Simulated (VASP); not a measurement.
# Na (P6_3/mmc) in VASP: notebook, part 3 of 4

VASP 6.6.1.

**4. Single point, PBEsol**

This run uses another cell than the first one, of 36.28 Å³/atom, 1.097 times its volume.

Contents of INCAR:

```
SYSTEM = Na
ALGO = Normal ; EDIFF = 1E-7
ENCUT = 520 ; GGA = PS
ISIF = 2 ; ISMEAR = -1
LASPH = .TRUE. ; LCHARG = .FALSE.
LREAL = .FALSE. ; LWAVE = .FALSE.
NBANDS = 14 ; NELM = 60
PREC = Accurate ; SIGMA = 0.05
```

Contents of KPOINTS:

```
k-points
0
G
  8 8 5
  0 0 0
```

Contents of POSCAR:

```
Na
1.0
    3.7377643310      0.0000000000      0.0000000000
   -1.8688821655      3.2369988640      0.0000000000
    0.0000000000      0.0000000000      5.9967679057
Na
2
Direct
    0.6666666667      0.3333333333      0.7500000000
    0.3333333333      0.6666666667      0.2500000000
```

Potentials or basis: VASP PAW PBE potentials, release 64 (Na_pv).

Command:

```
$ cat potpaw_PBE.64/Na_pv/POTCAR > POTCAR
$ mpirun -np 1 vasp_std > vasp.out
```

OUTCAR:

```text
SYSTEM = Na
   EDIFF = 1E-7
   ENCUT = 520
   GGA = PS
   ISIF = 2
   ISMEAR = -1
   LASPH = .TRUE.
   LREAL = .FALSE.
   NELM = 60
   PREC = Accurate

 ion  position               nearest neighbor table
   1  0.667  0.333  0.750-
   2  0.333  0.667  0.250-

  LATTYP: Found a hexagonal cell.
 ALAT       =     3.7377643310
 C/A-ratio  =     1.6043729285

  Lattice vectors:

 A1 = (   3.7377643310,   0.0000000000,   0.0000000000)
 A2 = (  -1.8688821655,   3.2369988640,   0.0000000000)
 A3 = (   0.0000000000,   0.0000000000,   5.9967679057)

Analysis of symmetry for initial positions (statically):
=====================================================================
 Subroutine PRICEL returns:
 Original cell was already a primitive cell.

 Routine SETGRP: Setting up the symmetry group for a
 hexagonal supercell.

 Subroutine GETGRP returns: Found 24 space group operations
 (whereof 12 operations were pure point group operations)
 out of a pool of 24 trial point group operations.

The static configuration has the point symmetry D_3d.
 The point group associated with its full space group is D_6h.

Analysis of symmetry for dynamics (positions and initial velocities):
=====================================================================
 Subroutine PRICEL returns:
 Original cell was already a primitive cell.

 Routine SETGRP: Setting up the symmetry group for a
 hexagonal supercell.

 Subroutine GETGRP returns: Found 24 space group operations
 (whereof 12 operations were pure point group operations)
 out of a pool of 24 trial point group operations.

The dynamic configuration has the point symmetry D_3d.
 The point group associated with its full space group is D_6h.

 Subroutine INISYM returns: Found 24 space group operations
 (whereof 12 operations are pure point group operations),
 and found     1 'primitive' translations

----------------------------------------------------------------------------------------

                                     Primitive cell

  volume of cell :      72.5557

  direct lattice vectors                    reciprocal lattice vectors
     3.737764331  0.000000000  0.000000000     0.267539607  0.154464064  0.000000000
    -1.868882166  3.236998864  0.000000000     0.000000000  0.308928128  0.000000000
     0.000000000  0.000000000  5.996767906     0.000000000  0.000000000  0.166756495

  length of vectors
     3.737764331  3.737764331  5.996767906     0.308928128  0.308928128  0.166756495

  position of ions in fractional coordinates (direct lattice)
     0.666666667  0.333333333  0.750000000
     0.333333333  0.666666667  0.250000000

  ion indices of the primitive-cell ions
   primitive index   ion index
                 1           1
                 2           2

----------------------------------------------------------------------------------------

 KPOINTS: k-points

Automatic generation of k-mesh.
 Grid dimensions read from file:
 generate k-points for:    8    8    5

 Generating k-lattice:

  Cartesian coordinates                     Fractional coordinates (reciprocal lattice)
     0.033442451  0.019308008  0.000000000     0.125000000 -0.000000000  0.000000000
     0.000000000  0.038616016  0.000000000     0.000000000  0.125000000  0.000000000
     0.000000000  0.000000000  0.033351299     0.000000000  0.000000000  0.200000000

  Length of vectors
     0.038616016  0.038616016  0.033351299

  Shift w.r.t. Gamma in fractional coordinates (k-lattice)
     0.000000000  0.000000000  0.000000000

 Subroutine IBZKPT returns following result:
 ===========================================

 Found     30 irreducible k-points:

 Following reciprocal coordinates:
            Coordinates               Weight
  0.000000  0.000000  0.000000      1.000000
  0.125000 -0.000000  0.000000      6.000000
  0.250000 -0.000000  0.000000      6.000000
  0.375000  0.000000  0.000000      6.000000
  0.500000 -0.000000  0.000000      3.000000
  0.125000  0.125000  0.000000      6.000000
[... 16 lines left out ...]
  0.250000 -0.000000  0.400000     12.000000
  0.375000  0.000000  0.400000     12.000000
 [... further k-points ...]
   k-points           NKPTS =     30   k-points in BZ     NKDIM =     30   number of bands    NBANDS=     14
   number of dos      NEDOS =    301   number of ions     NIONS =      2
   total plane-waves  NPLWV =  37632
   dimension x,y,z NGX =    28 NGY =   28 NGZ =   48
   dimension x,y,z NGXF=    56 NGYF=   56 NGZF=   96
   ions per type =               2
   NGX,Y,Z   is equivalent  to a cutoff of  12.45, 12.45, 13.31 a.u.
   NGXF,Y,Z  is equivalent  to a cutoff of  24.91, 24.91, 26.61 a.u.
 SYSTEM =  Na
   PREC   = accura    normal or accurate (medium, high low for compatibility)
   ISTART =      0    job   : 0-new  1-cont  2-samecut
   ICHARG =      2    charge: 1-file 2-atom 10-const
   ISPIN  =      1    spin polarized calculation?
   LNONCOLLINEAR =      F non collinear calculations
   LSORBIT =      F    spin-orbit coupling
   LASPH  =      T    aspherical Exc in radial PAW
   ENCUT  =  520.0 eV  38.22 Ry    6.18 a.u.   6.95  6.95 11.15*2*pi/ulx,y,z
   NELM   =     60;   NELMIN=  2; NELMDL= -5     # of ELM steps
   EDIFF  = 0.1E-06   stopping-criterion for ELM
   LREAL  =      F    real-space projection
   EDIFFG = 0.1E-05   stopping-criterion for IOM
   NSW    =      0    number of steps for IOM
   IBRION =     -1    ionic relax: 0-MD 1-quasi-New 2-CG
   NFREE  =      0    steps in history (QN), initial steepest desc. (CG)
   ISIF   =      2    stress and relaxation
   ISYM   =      2    0-nonsym 1-usesym 2-fastsym
   POTIM  = 0.5000    time-step for ionic-motion
   TEBEG  =    0.0;   TEEND  =   0.0 temperature during run
   PSTRESS=    0.0 pullay stress
   NELECT =      14.0000    total number of electrons
   NUPDOWN=      -1.0000    fix difference up-down
   EMIN   =  10.00;   EMAX   =-10.00  energy-range for DOS
   EFERMI =   0.00;   METHOD = LEGACY
   ISMEAR =    -1;   SIGMA  =   0.05  broadening in eV -4-tet -1-fermi 0-gaus
   EFERMI_NEDOS =   21; number of points for ismear=-14 and -15
   IALGO  =     38    algorithm
   IMIX   =      4    mixing-type and parameters
     AMIX     =   0.40;   BMIX     =  1.00
     AMIX_MAG =   1.60;   BMIX_MAG =  1.00
  volume/ion in A,a.u.               =      36.28       244.82
  Fermi-wavevector in a.u.,A,eV,Ry     =   0.946005  1.787691 12.176210  0.894926
  Thomas-Fermi vector in A             =   2.073962
   LORBIT       =      0    0 simple, 1 ext, 2 COOP (PROOUT), +10 PAW based schemes
   GGA     = PS    functional components
   LHFCALC =     F    Hartree Fock is set to
   AEXX    =    0.0000 exact exchange contribution
   IVDW    =     0    specifies the selected vdW correction
   LEPSILON=     F    determine dielectric tensor
   LRPA    =     F    only Hartree local field effects (RPA)
 non-spin polarized calculation
  energy-cutoff  :      520.00
  volume of cell :       72.56
 maximum number of plane-waves:      1969
 NGX is ok and might be reduce to    28
   NGX = 13   NGY = 13   NGZ = 23

 number of electron      13.9999994 magnetization

 Free energy of the ion-electron system (eV)
  ---------------------------------------------------
  ext. energy  EPLUGINS =         0.00000000
  ---------------------------------------------------
  free energy    TOTEN  =        -2.80008011 eV

  energy without entropy =       -2.79417942  energy(sigma->0) =       -2.79712977

 E-fermi :   0.3388     XC(G=0):  -6.5579

 val. band max:        0.1367459188   @ k =   0.3750   0.1250   0.2000
 cond. band min:       0.3939174540   @ k =   0.1250   0.1250   0.2000
 fundamental gap:      0.2571715352
 Fermi energy:         0.3387741399

 k-point     1 :       0.0000    0.0000    0.0000
  band No.  band energies     occupation
      1     -24.4369      2.00000
      2     -24.4022      2.00000
      3     -24.4022      2.00000
      4     -24.3967      2.00000
      5     -24.3963      2.00000
      6     -24.3963      2.00000
      7      -2.9577      2.00000
      8       0.9961      0.00000
      9       1.4645      0.00000
     10      10.3194      0.00000
     11      10.3194      0.00000
     12      10.6952      0.00000
     13      10.6952      0.00000
     14      10.9489      0.00000
[... 375 lines left out ...]
 k-point    24 :       0.3750    0.0000    0.4000
  band No.  band energies     occupation
      1     -24.4304      2.00000
      2     -24.4275      2.00000
      3     -24.4096      2.00000
      4     -24.4063      2.00000
      5     -24.4049      2.00000
      6     -24.4035      2.00000
      7      -0.2486      1.99998
      8       0.5619      0.02280
      9       3.2456      0.00000
     10       4.0224      0.00000
     11       6.8297      0.00000
     12       8.2335      0.00000
     13       8.3513      0.00000
     14       8.9378      0.00000

 [... further k-points ...]
[... 5 lines left out ...]
  --------------------------------------------------------------------------------------
  -------------------------------------------------------------------------------------
  Total        0.0141103      0.0141103      0.0141408      0.0000000      0.0000000      0.0000000
  in kB        0.3115847      0.3115847      0.3122567      0.0000000      0.0000000      0.0000000
  external PRESSURE =       0.3118087 kB  Pullay stress =       0.0000000 kB

 VOLUME and BASIS-vectors are now :
 -----------------------------------------------------------------------------
  energy-cutoff  :      520.00
  volume of cell :       72.56
      direct lattice vectors                 reciprocal lattice vectors
     3.737764331  0.000000000  0.000000000     0.267539607  0.154464064  0.000000000
    -1.868882166  3.236998864  0.000000000     0.000000000  0.308928128  0.000000000
     0.000000000  0.000000000  5.996767906     0.000000000  0.000000000  0.166756495

 POSITION                                       TOTAL-FORCE (eV/Angst)
 -----------------------------------------------------------------------------------
      1.86888      1.07900      4.49758        -0.000000     -0.000000     -0.000000
     -0.00000      2.15800      1.49919         0.000000      0.000000      0.000000
 -----------------------------------------------------------------------------------
    total drift:                               -0.000000      0.000000      0.000000

  FREE ENERGIE OF THE ION-ELECTRON SYSTEM (eV)
  ---------------------------------------------------
  free  energy   TOTEN  =        -2.8000801096 eV

  energy  without entropy=       -2.7941794217  energy(sigma->0) =       -2.79712977
```

Run time: 13 s. Hardware: 1 thread of AMD EPYC 9R45 (Zen 5), shared host; peak memory 0.15 GiB.

Results:

| Item | Value |
| --- | --- |
| Free energy | -2.8001 eV |
| Pressure | 0.0 GPa |
| Band gap on the k mesh | zero (band 7 reaches 1.79 eV, above the bottom of band 8 at -1.42 eV) |

Caveat: the PAW data sets were made with another functional, which shifts forces and pressure a little.

**5. Single point, PBEsol+D4**

This run uses another cell than the first one, of 36.09 Å³/atom, 1.091 times its volume.

Contents of INCAR:

```
  ALGO = Normal
  EDIFF = 1E-6
  ENCUT = 520
  GGA = PS
  ISIF = 2
  ISMEAR = -1
  IVDW = 13
  LASPH = T
  LCHARG = F
  LREAL = F
  LWAVE = F
  NBANDS = 14
  NELM = 80
  PREC = Accurate
  SIGMA = 0.05
```

Contents of KPOINTS:

```
k-points
0
Gamma
  8 8 5
```

Contents of POSCAR:

```
Na
1.0
    3.7314616830      0.0000000000      0.0000000000
   -1.8657308415      3.2315406107      0.0000000000
    0.0000000000      0.0000000000      5.9864944471
Na
2
Direct
    0.6666666667      0.3333333333      0.7500000000
    0.3333333333      0.6666666667      0.2500000000
```

Potentials or basis: VASP PAW PBE potentials, release 64 (Na_pv).

Command:

```
$ cat potpaw_PBE.64/Na_pv/POTCAR > POTCAR
$ mpirun -np 1 vasp_std > vasp.out
```

OUTCAR:

```text
EDIFF = 1E-6
   ENCUT = 520
   GGA = PS
   ISIF = 2
   ISMEAR = -1
   IVDW = 13
   LASPH = T
   LREAL = F
   NELM = 80
   PREC = Accurate

 ion  position               nearest neighbor table
   1  0.667  0.333  0.750-
   2  0.333  0.667  0.250-

  LATTYP: Found a hexagonal cell.
 ALAT       =     3.7314616830
 C/A-ratio  =     1.6043296048

  Lattice vectors:

 A1 = (   3.7314616830,   0.0000000000,   0.0000000000)
[... 594 lines left out ...]
 [... further k-points ...]

------------------------ aborting loop because EDIFF is reached ----------------------------------------

  DFT-D4 for vdW energy calculation

  Edisp (eV):   -0.01612

  FORCE on cell =-STRESS in cart. coord.  units (eV):
  Direction    XX          YY          ZZ          XY          YZ          ZX
  --------------------------------------------------------------------------------------
  -------------------------------------------------------------------------------------
  Total       0.01885     0.01885     0.01922     0.00000    -0.00000     0.00000
  in kB       0.41830     0.41830     0.42662     0.00000    -0.00000     0.00000
  external pressure =        0.42 kB  Pullay stress =        0.00 kB

 VOLUME and BASIS-vectors are now :
 -----------------------------------------------------------------------------
  energy-cutoff  :      520.00
  volume of cell :       72.19
      direct lattice vectors                 reciprocal lattice vectors
     3.731461683  0.000000000  0.000000000     0.267991496  0.154724963  0.000000000
    -1.865730842  3.231540611  0.000000000     0.000000000  0.309449925  0.000000000
     0.000000000  0.000000000  5.986494447     0.000000000  0.000000000  0.167042667

 POSITION                                       TOTAL-FORCE (eV/Angst)
 -----------------------------------------------------------------------------------
      1.86573      1.07718      4.48987         0.000000      0.000000      0.000000
     -0.00000      2.15436      1.49662        -0.000000     -0.000000      0.000000
 -----------------------------------------------------------------------------------
    total drift:                               -0.000000      0.000000     -0.000000

  FREE ENERGIE OF THE ION-ELECTRON SYSTEM (eV)
  ---------------------------------------------------
  free  energy   TOTEN  =        -2.8160730243 eV

  energy  without entropy=       -2.8101965569  energy(sigma->0) =       -2.81313479
```

Wall time 12 s (1 thread of AMD EPYC 9R45 (Zen 5), shared host); peak memory 0.15 GiB.

What came out:

```
Free energy                : -2.8161 eV
Pressure                   : 0.0 GPa
Band gap on the k mesh     : zero (band 7 reaches 1.81 eV, above the bottom of band 8 at -1.41 eV)
Dispersion energy per atom : -0.008 eV
```

Caveat: the PAW data sets were made with another functional, which shifts forces and pressure a little; pairwise dispersion overbinds metals, which lowers pressure and volume.

(Part 3 of 4 ends here.)
